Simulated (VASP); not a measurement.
# Ba2O (antifluorite type): single point with PBE

Ba2O (antifluorite type):

```
Ba O
1.0
     0.00000    3.41718    3.41718
     3.41718    0.00000    3.41718
     3.41718    3.41718    0.00000
Ba O
2 1
Direct
  0.25000 0.25000 0.25000
  0.75000 0.75000 0.75000
  0.00000 0.00000 0.00000
```

```yaml
Program: VASP 6.6.1
Task: single point
Functional: PBE
Potentials_or_basis: VASP PAW PBE potentials, release 64 (Ba_sv, O)
Cutoff: 520 eV
k_mesh: 10 × 10 × 10
Occupations: fermi-dirac, width 0.0612256 eV
Spin: no spin polarisation
Dipole_correction: no
Further_INCAR_settings: ALGO = Normal; EDIFF = 1e-06; NBANDS = 20
```

```yaml
Pressure: 1.5 GPa
Band_gap_on_the_k_mesh: zero (bands 13 and 14 overlap by 0.58 eV)
```

Levels at points of the mesh, in eV from the Fermi level:
```csv
k point,band 9,band 10,band 11,band 12,band 13,band 14,band 15,band 16,band 17,band 18
"(0.00, 0.00, 0.00)",-13.24,-4.11,-4.11,-4.11,-1.10,-0.51,-0.51,1.85,1.85,1.85
"(0.50, 0.00, 0.00)",-13.74,-3.48,-3.48,-3.22,0.06,1.84,1.84,3.14,3.38,3.38
"(0.50, 0.50, 0.00)",-12.77,-3.85,-3.10,-3.10,-1.22,0.41,1.20,1.90,3.88,3.88
```

It took 76 s on 1 thread of Intel(R) Xeon(R) Platinum 8375C CPU @ 2.90GHz (Ice Lake), on a shared host, peak memory 0.24 GiB.

Caveat: spin-orbit coupling is left out, which moves the levels of the heavy elements.
